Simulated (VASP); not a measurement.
# Zr10HN8 (P1) in VASP: a series of runs, part 2 of 2

VASP 6.6.1. Earlier steps stand in the parts before.

### Step 3. Single point, PBEsol

Input file INCAR:

```
SYSTEM = Zr10HN8
ALGO = Normal
EDIFF = 1E-6
ENCUT = 520
GGA = PS
ISIF = 2
ISMEAR = -1
LASPH = .True.
LCHARG = .True.
LELF = .True.
LREAL = Auto
LVHAR = .True.
LWAVE = .False.
NBANDS = 186
NELM = 80
PREC = Accurate
SIGMA = 0.05
```

Input file KPOINTS:

```
k-points
0
Gamma
  1 1 1
  0 0 0
```

Input file POSCAR:

```
Zr10HN8
1.0
   -6.6977900000     -5.6346540000      0.0000000000
    4.7397470000     -5.6346540000      0.0000000000
    2.7740180000      2.3410460000      7.9673260000
Zr H N
20 2 16
Direct
    0.0569948614      0.7260640608      0.9518249912
    0.7062528682      0.6462336675      0.8985699845
    0.3330449871      0.3921115034      0.1518577249
    0.9602187709      0.3252661542      0.0780688527
    0.1607757706      0.5959335084      0.3600078621
    0.7547003128      0.4976383485      0.2698772461
    0.9585891138      0.7941328055      0.5692248566
    0.0647093951      0.1824297175      0.4623759590
    0.2365903041      0.5276584497      0.7693045320
    0.8458079875      0.4221691000      0.6613762259
    0.5441681841      0.2009885118      0.9600837219
    0.1497796529      0.1135964937      0.8322491134
    0.8508727722      0.9337526122      0.1907038823
    0.4578687308      0.7877831710      0.0824492433
    0.6471642543      0.1249539939      0.3519876054
    0.2682637561      1.0215445592      0.2831313793
    0.4717783057      0.3121577242      0.5961473147
    0.5498957163      0.6869488071      0.4673086052
    0.7628553758      0.0228506914      0.7724674502
    0.3916384837      0.8757684137      0.7210449277
    0.0275778938      0.5342561505      0.5305920707
    0.5111767735      0.0077339418      0.5869095855
    0.6592610727      0.3525053018      0.8235008835
    0.1139377782      0.4669678298      0.9592302361
    0.3143352820      0.7281540080      0.2206135409
    0.9060114223      0.5887799310      0.0837796771
    0.1252719408      0.8707236908      0.4107526164
    0.2418416181      0.3117461562      0.3298848321
    0.9333154060      0.0870773380      0.6018079341
    0.8301812347      0.7042325631      0.7427837144
    0.2138586378      0.8041300475      0.8175892388
    0.6242463830      0.9195620758      0.9408300853
    0.7891862868      0.2383265161      0.2150658828
    0.3823873042      0.1297410281      0.1024183019
    0.5918980212      0.3870602183      0.4003727223
    0.7451635550      0.8022937071      0.3406538153
    0.4383705622      0.5989277882      0.6848721892
    0.2903455692      0.2451186658      0.7144053099
```

Potentials or basis: VASP PAW PBE potentials, release 64 (Zr_sv, H, N).

Launch:

```console
$ cat potpaw_PBE.64/Zr_sv/POTCAR potpaw_PBE.64/H/POTCAR potpaw_PBE.64/N/POTCAR > POTCAR
$ mpirun -np 1 vasp_gam > vasp.out
```

Run time: 5.8 min. Hardware: 1 thread of Intel Xeon Platinum 8259CL at 2.50GHz (Skylake/Cascade Lake), shared host; peak memory 0.59 GiB.

Results (log left out):

| Quantity | Value |
| --- | --- |
| Free energy | -376.4942 eV |
| Pressure | -4.2 GPa |
| Largest force | 6.180 eV/Å |

Forces in eV/Å, atoms in the order of the input:
```
Zr  -0.488 -1.742  2.506
Zr   2.738  2.939 -4.263
Zr   0.406 -2.018  2.279
Zr  -1.254  2.072 -0.418
Zr   0.503 -1.216 -0.163
Zr   1.570 -1.232  1.046
Zr   0.239 -0.626  0.086
Zr  -0.050 -1.055 -0.122
Zr  -2.949 -0.218 -0.003
Zr   0.236  1.916  0.780
Zr  -0.117 -0.609  0.867
Zr   0.081  0.063  2.123
Zr  -1.355  0.049 -0.685
Zr   1.635 -2.070  0.404
Zr  -1.353  0.249  0.661
Zr  -0.358  1.321 -0.536
Zr   1.454  0.405 -1.749
Zr  -1.083 -1.214 -0.021
Zr  -0.394 -0.194 -0.191
Zr   1.481 -0.520 -2.206
H   -0.287  0.381 -0.269
H   -0.402 -0.354 -0.450
N   -3.020 -1.458  1.374
N   -2.258  2.177 -2.479
N   -0.792  1.983  0.793
N   -0.323 -1.917  5.867
N    2.493 -1.053  0.474
N    1.466  1.385 -0.363
N    1.881  0.627 -0.083
N    1.148 -0.185 -2.459
N    1.921 -0.455  1.333
N    0.331  0.373  0.111
N   -2.794  1.508 -0.764
N   -2.488  0.443 -0.015
N    1.480 -1.631  1.332
N    2.148  1.183 -1.564
N    0.237 -0.227 -3.068
N   -1.684  0.920 -0.166
```

Stress tensor (GPa, compression positive):
```
-2.03  0.92 -0.27
 0.92 -5.78 -0.29
-0.27 -0.29 -4.79
```

Levels at points of the mesh, in eV from the Fermi level:
```csv
k point,band 158,band 159,band 160,band 161,band 162,band 163,band 164,band 165
"(0.00, 0.00, 0.00)",-0.49,-0.22,-0.13,-0.08,0.06,0.19,0.29,0.53
```

Caveat: the k points lie up to 0.85 Å⁻¹ apart; the atoms stand as in a frame of molecular dynamics; the PAW data sets were made with another functional, which shifts forces and pressure a little.

### Step 4. Single point, PBEsol

Input file INCAR:

```
SYSTEM = Zr10HN8
PREC = Accurate
ENCUT = 520
EDIFF = 1E-7
ISMEAR = -1
SIGMA = 0.05
LREAL = Auto
LASPH = .TRUE.
NELM = 100
ALGO = Normal
ISIF = 2
LWAVE = .FALSE.
LCHARG = .FALSE.
GGA = PS
NBANDS = 186
```

Input file KPOINTS:

```
regular mesh
0
G
  1 1 1
  0 0 0
```

Input file POSCAR:

```
Zr10HN8
1.0
   -6.6977900000     -5.6346540000      0.0000000000
    4.7397470000     -5.6346540000      0.0000000000
    2.7740180000      2.3410460000      7.9673260000
Zr H N
20 2 16
Direct
    0.0651105844      0.7333261094      0.9949887829
    0.7025823556      0.6422640177      0.8971391405
    0.3616285612      0.4099926106      0.1876162718
    0.9381192352      0.3477258172      0.0884612981
    0.1861626296      0.6122092758      0.3824997245
    0.7627118665      0.5226443100      0.3054349728
    0.9601212388      0.8189632256      0.5732161581
    0.0738839652      0.1716170553      0.4806882510
    0.2898349683      0.4885727371      0.7880059132
    0.8950573279      0.3972997146      0.7042513385
    0.5607143293      0.2237458147      0.9718568062
    0.1893997224      0.1049013323      0.8845125705
    0.8496647613      0.9332697593      0.1898378452
    0.4500917096      0.8398333825      0.0878588375
    0.6710958826      0.1201145979      0.3975988933
    0.2380859220      0.9956510737      0.2656851245
    0.4487189792      0.3314876830      0.5583805658
    0.5495075145      0.6952808697      0.4561003278
    0.7802715421      0.0339276063      0.7897881924
    0.3519847854      0.8832063414      0.6778058285
   -0.0114426291      0.4792069261      0.5269396533
    0.5067093871     -0.0077017463      0.5353741017
    0.7168865653      0.3219159247      0.8115144278
    0.1264418674      0.3762125467      0.9209488855
    0.3330495611      0.7364826243      0.2485400999
    0.9032242537      0.6153301499      0.0930048551
    0.1028998710      0.8817846085      0.4155220961
    0.2384942527      0.3176302822      0.3532050778
    0.9368935887      0.0714165237      0.6451725460
    0.8317610635      0.7362692862      0.7633803361
    0.2256770103      0.7870100689      0.8133720147
    0.6180138009      0.9235012844      0.9274504395
    0.8436277436      0.2269780699      0.2448876825
    0.3833348781      0.1469442319      0.1115054160
    0.6164126588      0.3914264731      0.4344745025
    0.7211006010      0.8220524227      0.3303366776
    0.4178389474      0.6030264882      0.6692835212
    0.3484045380      0.1860476258      0.7413152167
```

Launch:

```console
$ cat potpaw_PBE.64/Zr_sv/POTCAR potpaw_PBE.64/H/POTCAR potpaw_PBE.64/N/POTCAR > POTCAR
$ mpirun -np 1 vasp_gam > vasp.out
```

Wall time 6.1 min (1 thread of Intel Xeon Platinum 8259CL at 2.50GHz (Skylake/Cascade Lake), shared host); peak memory 0.59 GiB.

It converged, with:

```
Free energy   : -377.4836 eV
Pressure      : -4.7 GPa
Largest force : 6.207 eV/Å
```

Forces in eV/Å, atoms in the order of the input:
```
Zr  -2.676 -0.701 -1.330
Zr   3.081  2.538 -4.753
Zr   0.636 -0.190 -0.900
Zr  -4.246  0.945 -0.539
Zr   1.214  0.259 -0.410
Zr  -0.657  0.655 -0.936
Zr  -2.031  1.895  1.375
Zr   1.161 -1.462  0.052
Zr   2.176  0.928  0.271
Zr   0.789  0.262 -0.990
Zr  -1.912 -0.260  0.992
Zr   0.286  1.000 -1.981
Zr  -0.178  0.026 -0.633
Zr  -1.285 -0.264  0.079
Zr  -1.191  0.248 -1.264
Zr   0.521 -2.236  1.031
Zr  -2.397 -1.309  3.911
Zr  -0.740 -1.046  3.219
Zr  -0.386  1.411 -0.700
Zr   0.589 -1.560  0.358
H   -0.049 -0.152 -0.125
H   -0.293 -0.409 -0.360
N    0.668 -0.201  2.472
N    2.486 -0.413  1.088
N   -0.353  1.767 -1.924
N    0.141 -2.205  5.167
N    0.839 -0.709  1.058
N    1.233  2.516 -2.423
N    2.946 -2.223 -0.708
N   -0.944 -0.242 -1.319
N    1.293 -0.053  1.596
N    0.740  0.782  0.601
N    0.678  1.337  0.404
N   -3.177  0.058  1.474
N    1.815 -1.209 -0.010
N    0.247  0.967  0.154
N   -2.272 -1.229 -2.845
N    1.248  0.479 -1.153
```

Stress tensor (GPa, compression positive):
```
-3.70  0.11 -1.74
 0.11 -6.23  0.37
-1.74  0.37 -4.05
```

Levels at points of the mesh, in eV from the Fermi level:
```csv
k point,band 158,band 159,band 160,band 161,band 162,band 163,band 164,band 165
"(0.00, 0.00, 0.00)",-0.29,-0.16,-0.13,-0.01,0.02,0.07,0.26,0.49
```

Caveat: the k points lie up to 0.85 Å⁻¹ apart; the atoms stand as in a frame of molecular dynamics; the PAW data sets were made with another functional, which shifts forces and pressure a little.

### Step 5. Summary

```csv
cell,pressure (GPa),largest force (eV/Å)
"as given, atomic positions A",-5.0,5.29
"as given, atomic positions B",-4.2,6.18
"as given, atomic positions C",-4.7,6.21
```

Alike in all rows: task single point; level PBEsol; potentials or basis VASP PAW PBE potentials, release 64 (Zr_sv, H, N); no spin polarisation; k mesh 1 × 1 × 1; cutoff (eV) 520; smearing fermi-dirac 0.05 eV.

Caveats: all runs use coarse meshes; the atoms stand as in a frame of molecular dynamics; the PAW data sets were made with another functional, which shifts forces and pressure a little.

Absolute energies hang on the potentials; compare differences alone.
